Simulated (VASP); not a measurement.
A run of VASP 6.6.1:

File INCAR:

```
SYSTEM = Hf
PREC     = Accurate       ! precision mode
ENCUT    = 600            ! plane-wave cutoff, eV
EDIFF    = 1E-6           ! SCF threshold, eV
ISMEAR   = -1             ! smearing method
SIGMA    = 0.1            ! smearing width, eV
LREAL    = .FALSE.        ! projectors in reciprocal space
LASPH    = .TRUE.         ! aspherical terms in the spheres
NELM     = 60             ! most SCF steps
ALGO     = Normal         ! electronic algorithm
ISIF     = 4              ! what is computed and relaxed
LWAVE    = .FALSE.        ! write WAVECAR
LCHARG   = .FALSE.        ! write CHGCAR
GGA      = PE             ! functional
IBRION   = 2              ! ionic algorithm
NSW      = 50             ! ionic steps
EDIFFG   = -0.005         ! ionic threshold
```

Contents of KPOINTS:

```
Automatic mesh
0
G
  16 16 15
  0 0 0
```

POSCAR

```
Hf
1.0
    2.6345003682      0.0000000000      0.0000000000
   -1.3172501841      2.2815442451      0.0000000000
    0.0000000000      0.0000000000      2.6431430198
Hf
1
Direct
    0.0000000000      0.0000000000      0.0000000000
```

Potentials or basis: VASP PAW PBE potentials, release 64 (Hf_pv).

Launch:

```sh
$ cat potpaw_PBE.64/Hf_pv/POTCAR > POTCAR
$ mpirun -np 1 vasp_std > vasp.out
```

Hardware: 1 thread of Intel(R) Xeon(R) 6975P-C (Granite Rapids), on a shared host.

**Question.** Estimate the wall time of this run.

**Answer.** Run time: 56 s on 1 thread of Intel(R) Xeon(R) 6975P-C (Granite Rapids), with other jobs on the host, peak memory 0.18 GiB. Counts: scf iterations 57, k points 240, ion steps 18.
